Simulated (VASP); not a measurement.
Crystal: PtSe2 (Sudovikovite).

```xyz
3
Lattice="3.7240 0.0000 0.0000 -1.8620 3.2251 0.0000 0.0000 0.0000 5.0620" Properties=species:S:1:pos:R:3 pbc="T T T"
Pt    0.0000    0.0000    0.0000
Se    1.8620    1.0750    3.7965
Se    0.0000    2.1501    1.2655
```

```yaml
Program: VASP 6.6.1
Task: relaxation of cell and atoms
Functional: revPBE
Dispersion: D3(BJ)
Potentials_or_basis: VASP PAW PBE potentials, release 64 (Pt, Se)
Cutoff: 600 eV
k_mesh: 8 × 8 × 5
Occupations: fermi-dirac, width 0.05 eV
Spin: no spin polarisation
```

At the start: pressure 1.7 GPa; volume 20.27 Å³/atom.

Q: How do energy, volume and symmetry change on relaxing?

A: Over 13 steps the energy falls by 33.2 meV/atom and the volume is 19.09 Å³/atom (-5.8 %); space group P-3m1 (No. 164, to 0.05 Å).

The path:
```tsv
step	energy change (eV)	largest force (eV/Å)	pressure (GPa)	volume (Å³)
1	0.0000	0.6930	1.66	60.80
2	-0.0079	0.0252	-4.36	62.66
3	-0.0196	0.2766	-1.87	61.83
4	-0.0485	0.2011	-1.55	60.69
5	-0.0898	0.1231	0.20	57.47
6	-0.0975	0.1380	-0.12	57.18
7	-0.0978	0.1427	-0.17	57.11
8	-0.0984	0.0432	0.94	56.86
9	-0.0989	0.0307	0.49	56.96
10	-0.0995	0.0047	-0.09	57.33
11	-0.0995	0.0025	0.03	57.25
12	-0.0995	0.0019	0.02	57.26
13	-0.0996	0.0031	-0.01	57.28
```

Final structure:
```cif
data_structure
_symmetry_space_group_name_H-M 'P 1'
_symmetry_Int_Tables_number 1
_cell_length_a 3.7572
_cell_length_b 3.7572
_cell_length_c 4.6857
_cell_angle_alpha 90.000
_cell_angle_beta 90.000
_cell_angle_gamma 120.000
_cell_volume 57.28
loop_
_atom_site_label
_atom_site_type_symbol
_atom_site_fract_x
_atom_site_fract_y
_atom_site_fract_z
_atom_site_occupancy
Pt1 Pt 0.00000 0.00000 0.00000 1
Se1 Se 0.66667 0.33333 0.72685 1
Se2 Se 0.33333 0.66667 0.27315 1
```

Caveat: the PAW data sets were made with another functional, which shifts forces and pressure a little; pairwise dispersion overbinds metals, which lowers pressure and volume.
